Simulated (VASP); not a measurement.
# TaTe (Pm-3m) in VASP: further runs

Runs on TaTe. Level: PBE. Tasks: single point.

Program: VASP 6.6.1. These are calculated values, not measurements. Logs are shortened: lines on timing, memory, paths and dates and some standing lists are left out, and cuts for length are marked.

### 1 The cell of the first run

Symmetry: Pm-3m, No. 221, cubic system. The conventional cell has a = 3.420 Å, b = 3.420 Å, c = 3.420 Å, α = 90.00°, β = 90.00°, γ = 90.00°. Within 3.9 Å of Ta (site symmetry m-3m) lie 8 Te at 2.96 Å and 6 Ta at 3.42 Å. Te (site symmetry m-3m) has 8 Ta at 2.96 Å and 6 Te at 3.42 Å within 3.9 Å.

### 2 Single point, PBE

INCAR

```
  ALGO = Normal
  EDIFF = 1E-6
  ENCUT = 520
  GGA = PE
  ISIF = 2
  ISMEAR = -1
  LASPH = T
  LCHARG = F
  LREAL = F
  LWAVE = F
  NBANDS = 16
  NELM = 60
  PREC = Accurate
  SIGMA = 0.05
```

KPOINTS

```
k-points
0
Gamma
  8 8 8
```

POSCAR

```
TaTe
1.0
    3.4200900000      0.0000000000      0.0000000000
    0.0000000000      3.4200900000      0.0000000000
    0.0000000000      0.0000000000      3.4200900000
Ta Te
1 1
Direct
    0.5000000000      0.5000000000      0.5000000000
    0.0000000000      0.0000000000      0.0000000000
```

Potentials or basis: VASP PAW PBE potentials, release 64 (Ta_pv, Te).

Started as:

```bash
$ cat potpaw_PBE.64/Ta_pv/POTCAR potpaw_PBE.64/Te/POTCAR > POTCAR
$ mpirun -np 1 vasp_std > vasp.out
```

OUTCAR:

```text
EDIFF = 1E-6
   ENCUT = 520
   GGA = PE
   ISIF = 2
   ISMEAR = -1
   LASPH = T
   LREAL = F
   NELM = 60
   PREC = Accurate

 ion  position               nearest neighbor table
   1  0.500  0.500  0.500-   2 2.96   2 2.96   2 2.96   2 2.96   2 2.96   2 2.96   2 2.96   2 2.96

   2  0.000  0.000  0.000-   1 2.96   1 2.96   1 2.96   1 2.96   1 2.96   1 2.96   1 2.96   1 2.96

  LATTYP: Found a simple cubic cell.
 ALAT       =     3.4200900000

  Lattice vectors:

 A1 = (   3.4200900000,   0.0000000000,   0.0000000000)
 A2 = (   0.0000000000,   3.4200900000,   0.0000000000)
 A3 = (   0.0000000000,   0.0000000000,   3.4200900000)

Analysis of symmetry for initial positions (statically):
=====================================================================
 Subroutine PRICEL returns:
 Original cell was already a primitive cell.

 Routine SETGRP: Setting up the symmetry group for a
 simple cubic supercell.

 Subroutine GETGRP returns: Found 48 space group operations
 (whereof 48 operations were pure point group operations)
 out of a pool of 48 trial point group operations.

The static configuration has the point symmetry O_h .

Analysis of symmetry for dynamics (positions and initial velocities):
=====================================================================
 Subroutine PRICEL returns:
 Original cell was already a primitive cell.

 Routine SETGRP: Setting up the symmetry group for a
 simple cubic supercell.

 Subroutine GETGRP returns: Found 48 space group operations
 (whereof 48 operations were pure point group operations)
 out of a pool of 48 trial point group operations.

The dynamic configuration has the point symmetry O_h .

 Subroutine INISYM returns: Found 48 space group operations
 (whereof 48 operations are pure point group operations),
 and found     1 'primitive' translations

----------------------------------------------------------------------------------------

                                     Primitive cell

  volume of cell :      40.0048

  direct lattice vectors                    reciprocal lattice vectors
     3.420090000  0.000000000  0.000000000     0.292389966  0.000000000  0.000000000
     0.000000000  3.420090000  0.000000000     0.000000000  0.292389966  0.000000000
     0.000000000  0.000000000  3.420090000     0.000000000  0.000000000  0.292389966

  length of vectors
     3.420090000  3.420090000  3.420090000     0.292389966  0.292389966  0.292389966

  position of ions in fractional coordinates (direct lattice)
     0.500000000  0.500000000  0.500000000
     0.000000000  0.000000000  0.000000000

  ion indices of the primitive-cell ions
   primitive index   ion index
                 1           1
                 2           2

----------------------------------------------------------------------------------------

 KPOINTS: k-points

Automatic generation of k-mesh.
 Grid dimensions read from file:
 generate k-points for:    8    8    8

 Generating k-lattice:

  Cartesian coordinates                     Fractional coordinates (reciprocal lattice)
     0.036548746  0.000000000  0.000000000     0.125000000  0.000000000  0.000000000
     0.000000000  0.036548746  0.000000000     0.000000000  0.125000000  0.000000000
     0.000000000  0.000000000  0.036548746     0.000000000  0.000000000  0.125000000

  Length of vectors
     0.036548746  0.036548746  0.036548746

  Shift w.r.t. Gamma in fractional coordinates (k-lattice)
     0.000000000  0.000000000  0.000000000

 Subroutine IBZKPT returns following result:
 ===========================================

 Found     35 irreducible k-points:

 Following reciprocal coordinates:
            Coordinates               Weight
  0.000000  0.000000  0.000000      1.000000
  0.125000  0.000000  0.000000      6.000000
  0.250000  0.000000  0.000000      6.000000
  0.375000  0.000000  0.000000      6.000000
  0.500000  0.000000  0.000000      3.000000
  0.125000  0.125000  0.000000     12.000000
[... 16 lines left out ...]
  0.375000  0.375000  0.125000     24.000000
  0.500000  0.375000  0.125000     24.000000
 [... further k-points ...]
   k-points           NKPTS =     35   k-points in BZ     NKDIM =     35   number of bands    NBANDS=     16
   number of dos      NEDOS =    301   number of ions     NIONS =      2
   total plane-waves  NPLWV =  21952
   dimension x,y,z NGX =    28 NGY =   28 NGZ =   28
   dimension x,y,z NGXF=    56 NGYF=   56 NGZF=   56
   ions per type =               1   1
   NGX,Y,Z   is equivalent  to a cutoff of  13.61, 13.61, 13.61 a.u.
   NGXF,Y,Z  is equivalent  to a cutoff of  27.22, 27.22, 27.22 a.u.
 SYSTEM =  unknown system
   PREC   = accura    normal or accurate (medium, high low for compatibility)
   ISTART =      0    job   : 0-new  1-cont  2-samecut
   ICHARG =      2    charge: 1-file 2-atom 10-const
   ISPIN  =      1    spin polarized calculation?
   LNONCOLLINEAR =      F non collinear calculations
   LSORBIT =      F    spin-orbit coupling
   LASPH  =      T    aspherical Exc in radial PAW
   ENCUT  =  520.0 eV  38.22 Ry    6.18 a.u.   6.36  6.36  6.36*2*pi/ulx,y,z
   NELM   =     60;   NELMIN=  2; NELMDL= -5     # of ELM steps
   EDIFF  = 0.1E-05   stopping-criterion for ELM
   LREAL  =      F    real-space projection
   EDIFFG = 0.1E-04   stopping-criterion for IOM
   NSW    =      0    number of steps for IOM
   IBRION =     -1    ionic relax: 0-MD 1-quasi-New 2-CG
   NFREE  =      0    steps in history (QN), initial steepest desc. (CG)
   ISIF   =      2    stress and relaxation
   ISYM   =      2    0-nonsym 1-usesym 2-fastsym
   POTIM  = 0.5000    time-step for ionic-motion
   TEBEG  =    0.0;   TEEND  =   0.0 temperature during run
   PSTRESS=    0.0 pullay stress
   NELECT =      17.0000    total number of electrons
   NUPDOWN=      -1.0000    fix difference up-down
   EMIN   =  10.00;   EMAX   =-10.00  energy-range for DOS
   EFERMI =   0.00;   METHOD = LEGACY
   ISMEAR =    -1;   SIGMA  =   0.05  broadening in eV -4-tet -1-fermi 0-gaus
   EFERMI_NEDOS =   21; number of points for ismear=-14 and -15
   IALGO  =     38    algorithm
   IMIX   =      4    mixing-type and parameters
     AMIX     =   0.40;   BMIX     =  1.00
     AMIX_MAG =   1.60;   BMIX_MAG =  1.00
  volume/ion in A,a.u.               =      20.00       134.98
[... 37 lines left out ...]
      3     -25.2362      2.00000
      4      -5.1525      2.00000
      5       6.9034      2.00000
      6       6.9034      2.00000
[... 8 lines left out ...]
     15      18.2215      0.00000
     16      22.0736      0.00000

 k-point     2 :       0.1250    0.0000    0.0000
  band No.  band energies     occupation
      1     -25.2591      2.00000
      2     -25.2339      2.00000
      3     -25.2339      2.00000
      4      -4.9516      2.00000
      5       5.7561      2.00000
      6       7.0035      2.00000
[... 8 lines left out ...]
     15      18.7314      0.00000
     16      22.0003      0.00000

 k-point     3 :       0.2500    0.0000    0.0000
  band No.  band energies     occupation
      1     -25.3140      2.00000
      2     -25.2283      2.00000
      3     -25.2283      2.00000
      4      -4.3882      2.00000
      5       3.6928      2.00000
      6       7.2693      2.00000
[... 8 lines left out ...]
     15      20.1003      0.00000
     16      20.1004      0.00000

 k-point     4 :       0.3750    0.0000    0.0000
  band No.  band energies     occupation
      1     -25.3683      2.00000
      2     -25.2227      2.00000
      3     -25.2227      2.00000
      4      -3.6284      2.00000
      5       1.9016      2.00000
      6       6.9247      2.00000
[... 8 lines left out ...]
     15      18.0262      0.00000
     16      18.0262      0.00000

 k-point     5 :       0.5000    0.0000    0.0000
  band No.  band energies     occupation
      1     -25.3906      2.00000
      2     -25.2203      2.00000
      3     -25.2203      2.00000
      4      -3.1894      2.00000
      5       1.1066      2.00000
      6       6.7627      2.00000
[... 8 lines left out ...]
     15      16.7398      0.00000
     16      16.7398      0.00000

 k-point     6 :       0.1250    0.1250    0.0000
  band No.  band energies     occupation
      1     -25.2578      2.00000
      2     -25.2554      2.00000
      3     -25.2317      2.00000
      4      -4.7593      2.00000
      5       5.7794      2.00000
      6       5.9022      2.00000
[... 8 lines left out ...]
     15      18.4184      0.00000
     16      20.7916      0.00000

 k-point     7 :       0.2500    0.1250    0.0000
  band No.  band energies     occupation
      1     -25.3112      2.00000
      2     -25.2506      2.00000
      3     -25.2263      2.00000
      4      -4.2230      2.00000
      5       3.8150      2.00000
      6       6.0585      2.00000
[... 8 lines left out ...]
     15      18.5156      0.00000
     16      19.8014      0.00000

 k-point     8 :       0.3750    0.1250    0.0000
  band No.  band energies     occupation
      1     -25.3650      2.00000
      2     -25.2446      2.00000
      3     -25.2209      2.00000
      4      -3.5112      2.00000
      5       2.1087      2.00000
      6       6.1993      2.00000
[... 8 lines left out ...]
     15      16.8344      0.00000
     16      18.1923      0.00000

 k-point     9 :       0.5000    0.1250    0.0000
  band No.  band energies     occupation
      1     -25.3871      2.00000
      2     -25.2421      2.00000
      3     -25.2187      2.00000
      4      -3.1106      2.00000
      5       1.3647      2.00000
      6       6.2324      2.00000
[... 8 lines left out ...]
     15      16.8150      0.00000
     16      17.4601      0.00000
[... 172 lines left out ...]
 k-point    19 :       0.5000    0.1250    0.1250
  band No.  band energies     occupation
      1     -25.3838      2.00000
      2     -25.2417      2.00000
      3     -25.2388      2.00000
      4      -3.0210      2.00000
      5       1.6048      2.00000
      6       5.9101      2.00000
[... 8 lines left out ...]
     15      16.6154      0.00000
     16      16.7354      0.00000

 k-point    20 :       0.2500    0.2500    0.1250
  band No.  band energies     occupation
      1     -25.3040      2.00000
      2     -25.2991      2.00000
      3     -25.2430      2.00000
      4      -3.6244      2.00000
      5       4.0505      2.00000
      6       4.7468      2.00000
[... 8 lines left out ...]
     15      18.6619      0.00000
     16      19.2697      0.00000

 k-point    21 :       0.3750    0.2500    0.1250
  band No.  band energies     occupation
      1     -25.3541      2.00000
      2     -25.2947      2.00000
      3     -25.2378      2.00000
      4      -3.0716      2.00000
      5       2.8550      2.00000
      6       4.8656      2.00000
[... 8 lines left out ...]
     15      17.5334      0.00000
     16      19.4948      0.00000

 k-point    22 :       0.5000    0.2500    0.1250
  band No.  band energies     occupation
      1     -25.3756      2.00000
      2     -25.2919      2.00000
      3     -25.2356      2.00000
      4      -2.7833      2.00000
      5       2.2694      2.00000
      6       4.9731      2.00000
[... 8 lines left out ...]
     15      17.5337      0.00000
     16      18.7908      0.00000

 k-point    23 :       0.3750    0.3750    0.1250
  band No.  band energies     occupation
      1     -25.3474      2.00000
      2     -25.3450      2.00000
      3     -25.2331      2.00000
      4      -2.6901      2.00000
      5       3.3537      2.00000
      6       3.9631      2.00000
[... 8 lines left out ...]
     15      18.4737      0.00000
     16      19.3157      0.00000

 k-point    24 :       0.5000    0.3750    0.1250
  band No.  band energies     occupation
      1     -25.3674      2.00000
      2     -25.3430      2.00000
      3     -25.2311      2.00000
      4      -2.5050      2.00000
      5       3.1593      2.00000
      6       4.0617      2.00000
[... 8 lines left out ...]
     15      18.0438      0.00000
     16      20.2563      0.00000

 [... further k-points ...]

------------------------ aborting loop because EDIFF is reached ----------------------------------------

  FORCE on cell =-STRESS in cart. coord.  units (eV):
  Direction    XX          YY          ZZ          XY          YZ          ZX
  --------------------------------------------------------------------------------------
  -------------------------------------------------------------------------------------
  Total        0.0361336      0.0361336      0.0361336      0.0000000      0.0000000     -0.0000000
  in kB        1.4471363      1.4471363      1.4471363      0.0000000      0.0000000     -0.0000000
  external PRESSURE =       1.4471363 kB  Pullay stress =       0.0000000 kB

 VOLUME and BASIS-vectors are now :
 -----------------------------------------------------------------------------
  energy-cutoff  :      520.00
  volume of cell :       40.00
      direct lattice vectors                 reciprocal lattice vectors
     3.420090000  0.000000000  0.000000000     0.292389966  0.000000000  0.000000000
     0.000000000  3.420090000  0.000000000     0.000000000  0.292389966  0.000000000
     0.000000000  0.000000000  3.420090000     0.000000000  0.000000000  0.292389966

 POSITION                                       TOTAL-FORCE (eV/Angst)
 -----------------------------------------------------------------------------------
      1.71005      1.71005      1.71005         0.000000      0.000000      0.000000
      0.00000      0.00000      0.00000         0.000000      0.000000      0.000000
 -----------------------------------------------------------------------------------
    total drift:                                0.000000      0.000000      0.000000

  FREE ENERGIE OF THE ION-ELECTRON SYSTEM (eV)
  ---------------------------------------------------
  free  energy   TOTEN  =       -14.5390125862 eV

  energy  without entropy=      -14.5108659559  energy(sigma->0) =      -14.52493927
```

Wall time 14 s (1 thread of AMD EPYC 9R14 (Zen 4), shared host); peak memory 0.14 GiB.

Results:

```yaml
Free_energy: -14.5390 eV
Pressure: 0.1 GPa
```

Caveat: spin-orbit coupling is left out, which moves the levels of the heavy elements.

### 3 Single point, PBE

This run uses another cell than the first one, of 17.26 Å³/atom, 0.863 times its volume.

INCAR

```
PREC     = Accurate       # precision mode
ENCUT    = 520            # plane-wave cutoff, eV
EDIFF    = 1E-6           # SCF threshold, eV
ISMEAR   = -1             # smearing method
SIGMA    = 0.05           # smearing width, eV
LREAL    = F              # projectors in reciprocal space
LASPH    = T              # aspherical terms in the spheres
NELM     = 60             # most SCF steps
ALGO     = Normal         # electronic algorithm
ISIF     = 2              # what is computed and relaxed
LWAVE    = F              # write WAVECAR
LCHARG   = F              # write CHGCAR
GGA      = PE             # functional
NBANDS   = 16             # bands
```

KPOINTS

```
Automatic mesh
0
Gamma
  8 8 8
```

POSCAR

```
TaTe
1.0
    3.2559463441      0.0000000000      0.0000000000
    0.0000000000      3.2559463441      0.0000000000
    0.0000000000      0.0000000000      3.2559463441
Ta Te
1 1
Direct
    0.5000000000      0.5000000000      0.5000000000
    0.0000000000      0.0000000000      0.0000000000
```

Potentials or basis: VASP PAW PBE potentials, release 64 (Ta_pv, Te).

Started as:

```bash
$ cat potpaw_PBE.64/Ta_pv/POTCAR potpaw_PBE.64/Te/POTCAR > POTCAR
$ mpirun -np 1 vasp_std > vasp.out
```

It took 11 s on 1 thread of Intel Xeon Platinum 8488C (Sapphire Rapids), shared host; peak memory 0.15 GiB.

Results (log left out):

* Free energy: -14.0843 eV
* Pressure: 30.2 GPa

Levels at points of the mesh, in eV from the Fermi level:
| k point | band 5 | band 6 | band 7 | band 8 | band 9 | band 10 | band 11 | band 12 |
| --- | --- | --- | --- | --- | --- | --- | --- | --- |
| (0.00, 0.00, 0.00) | -3.48 | -3.48 | -1.30 | -1.30 | -1.30 | 1.72 | 1.72 | 1.72 |
| (0.50, 0.00, 0.00) | -9.64 | -3.32 | -3.32 | -2.52 | 1.90 | 3.40 | 4.22 | 6.23 |
| (0.50, 0.50, 0.00) | -6.46 | -6.46 | -3.85 | -0.36 | -0.36 | 0.99 | 2.31 | 3.88 |
| (0.50, 0.50, 0.50) | -7.70 | -7.70 | -7.70 | 1.80 | 1.80 | 1.80 | 4.08 | 4.08 |

Caveat: spin-orbit coupling is left out, which moves the levels of the heavy elements.

### 4 Single point, PBE

This run uses another cell than the first one, of 17.97 Å³/atom, 0.898 times its volume.

INCAR

```
SYSTEM = TaTe
ALGO = Normal
EDIFF = 1E-6
ENCUT = 520
GGA = PE
ISIF = 2
ISMEAR = -1
LASPH = .TRUE.
LCHARG = .TRUE.
LELF = .TRUE.
LREAL = .FALSE.
LVHAR = .TRUE.
LWAVE = .FALSE.
NBANDS = 16
NELM = 100
PREC = Accurate
SIGMA = 0.05
```

KPOINTS

```
k-points
0
G
  8 8 8
  0 0 0
```

POSCAR

```
TaTe
1.0
    3.2999185548      0.0000000000      0.0000000000
    0.0000000000      3.2999185548      0.0000000000
    0.0000000000      0.0000000000      3.2999185548
Ta Te
1 1
Direct
    0.5000000000      0.5000000000      0.5000000000
    0.0000000000      0.0000000000      0.0000000000
```

Started as:

```bash
$ cat potpaw_PBE.64/Ta_pv/POTCAR potpaw_PBE.64/Te/POTCAR > POTCAR
$ mpirun -np 1 vasp_std > vasp.out
```

Wall time 21 s (1 thread of Intel Xeon Platinum 8488C (Sapphire Rapids), shared host); peak memory 0.16 GiB.

It converged, with:

| Property | Result |
| --- | --- |
| Free energy | -14.3053 eV |
| Pressure | 20.1 GPa |

Levels at points of the mesh, in eV from the Fermi level:
```tsv
k point	band 7	band 8	band 9	band 10	band 11	band 12
(0.00, 0.00, 0.00)	-1.35	-1.35	-1.35	1.63	1.63	1.63
(0.50, 0.00, 0.00)	-3.22	-2.36	1.82	3.20	4.27	5.89
(0.50, 0.50, 0.00)	-3.72	-0.33	-0.33	0.84	2.05	3.66
(0.50, 0.50, 0.50)	-7.41	1.70	1.70	1.70	3.84	3.84
```

Caveat: spin-orbit coupling is left out, which moves the levels of the heavy elements.

### 5 Single point, PBE

This run uses another cell than the first one, of 19.39 Å³/atom, 0.969 times its volume.

INCAR

```
  ALGO = Normal
  EDIFF = 1E-6
  ENCUT = 520
  GGA = PE
  ISIF = 2
  ISMEAR = -1
  LASPH = True
  LCHARG = False
  LREAL = False
  LWAVE = False
  NBANDS = 16
  NELM = 80
  PREC = Accurate
  SIGMA = 0.05
```

KPOINTS

```
k-points
0
Gamma
  8 8 8
```

POSCAR

```
TaTe
1.0
    3.3846134496      0.0000000000      0.0000000000
    0.0000000000      3.3846134496      0.0000000000
    0.0000000000      0.0000000000      3.3846134496
Ta Te
1 1
Direct
    0.5000000000      0.5000000000      0.5000000000
    0.0000000000      0.0000000000      0.0000000000
```

Started as:

```bash
$ cat potpaw_PBE.64/Ta_pv/POTCAR potpaw_PBE.64/Te/POTCAR > POTCAR
$ mpirun -np 1 vasp_std > vasp.out
```

Run time: 17 s. Hardware: 1 thread of Intel Xeon Platinum 8488C (Sapphire Rapids), shared host; peak memory 0.17 GiB.

It converged, with:

```yaml
Free_energy: -14.5195 eV
Pressure: 5.0 GPa
```

Levels at points of the mesh, in eV from the Fermi level:
| k point | band 5 | band 6 | band 7 | band 8 | band 9 | band 10 | band 11 | band 12 | band 13 | band 14 |
| --- | --- | --- | --- | --- | --- | --- | --- | --- | --- | --- |
| (0.00, 0.00, 0.00) | -2.95 | -2.95 | -1.43 | -1.43 | -1.43 | 1.46 | 1.46 | 1.46 | 2.41 | 8.65 |
| (0.50, 0.00, 0.00) | -8.83 | -3.03 | -3.03 | -2.09 | 1.65 | 2.85 | 4.36 | 5.28 | 5.53 | 5.53 |
| (0.50, 0.50, 0.00) | -6.02 | -6.02 | -3.50 | -0.28 | -0.28 | 0.59 | 1.61 | 3.27 | 3.71 | 8.20 |
| (0.50, 0.50, 0.50) | -6.90 | -6.90 | -6.90 | 1.55 | 1.55 | 1.55 | 3.42 | 3.42 | 4.77 | 5.83 |

Caveat: spin-orbit coupling is left out, which moves the levels of the heavy elements.

### 6 The runs side by side

```csv
cell,gap on the mesh (eV),pressure (GPa)
"a = 3.420 Å, 2 atoms",none,0.1
"a = 3.256 Å, 2 atoms",none,30.2
"a = 3.300 Å, 2 atoms",none,20.1
"a = 3.385 Å, 2 atoms",none,5.0
```

Alike in all rows: task single point; level PBE; potentials or basis VASP PAW PBE potentials, release 64 (Ta_pv, Te); no spin polarisation; k mesh 8 × 8 × 8; cutoff (eV) 520; smearing fermi-dirac 0.05 eV.

Caveats: spin-orbit coupling is left out, which moves the levels of the heavy elements.

Total energies depend on the potentials used, so only differences within one code and one set of settings carry meaning.
